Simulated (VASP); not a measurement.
A run of VASP 6.6.1 is set up as follows.

Contents of INCAR:

```
SYSTEM = ZrInF3
PREC = Accurate ; ENCUT = 520
EDIFF = 1E-6 ; ISMEAR = 0
SIGMA = 0.1 ; LREAL = .FALSE.
LASPH = .TRUE. ; NELM = 80
ALGO = Normal ; ISIF = 2
LWAVE = .FALSE. ; LCHARG = .FALSE.
GGA = PE ; NBANDS = 31
```

Contents of KPOINTS:

```
regular mesh
0
G
  6 6 4
  0 0 0
```

The input POSCAR:

```
ZrInF3
1.0
    3.7635161200      0.0000000000      0.0000000000
   -1.8817580600      3.2593005700      0.0000000000
    0.0000000000      0.0000000000      7.4058896400
Zr In F
1 1 3
Direct
    0.0000000000      0.0000000000      0.0000000000
    0.0000000000      0.0000000000      0.5000000000
    0.5000000000      0.0000000000      0.0000000000
    0.0000000000      0.5000000000      0.0000000000
    0.5000000000      0.5000000000      0.0000000000
```

Potentials or basis: VASP PAW PBE potentials, release 64 (Zr_sv, In_d, F).

Command:

```console
$ cat potpaw_PBE.64/Zr_sv/POTCAR potpaw_PBE.64/In_d/POTCAR potpaw_PBE.64/F/POTCAR > POTCAR
$ mpirun -np 1 vasp_std > vasp.out
```

Q: What does it give for the pressure?

A: 55.1 GPa.

Q: What does it give for the band gap on the k mesh?

A: Zero (band 23 reaches 5.42 eV, above the bottom of band 24 at 4.31 eV).

Stress tensor (GPa, compression positive):
```
85.46  0.00  0.00
 0.00 85.46  0.00
 0.00  0.00 -5.69
```

Caveat: spin-orbit coupling is left out, which moves the levels of the heavy elements.
